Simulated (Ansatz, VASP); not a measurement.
## One calculation of Mg, two programs

```
CELL_PARAMETERS angstrom
0.00000 2.05758 2.05758
2.05758 0.00000 2.05758
2.05758 2.05758 0.00000
ATOMIC_POSITIONS crystal
Mg 0.00000 0.00000 0.00000
```

Change from the starting cell: volume scaled by 0.8, PAW files.

Alike in both runs: task single point; functional LDA; k mesh 16 × 16 × 16; occupations fermi-dirac, width 0.05 eV; no spin polarisation.

|  | VASP | Ansatz |
| --- | --- | --- |
| version | VASP 6.6.1 | Ansatz 0.2.0 |
| potentials or method | VASP PAW LDA potentials, release 64 (Mg) | PAW with Ansatz's default frozen-core files, scalar-relativistic |
| plane-wave cutoff (eV) | 520 | 420 |
| valence electrons in the cell | 2 | 10 |

|  | VASP | Ansatz | Ansatz less VASP |
| --- | --- | --- | --- |
| pressure (GPa) | 13.1 | 13.4 | +0.28 |

LDA's correlation is that of Perdew and Zunger in VASP and of Perdew and Wang (1992) in Ansatz. VASP's potentials hold 2 valence electrons a cell and Ansatz's 10, so a difference there can come from the potentials and not from the codes.
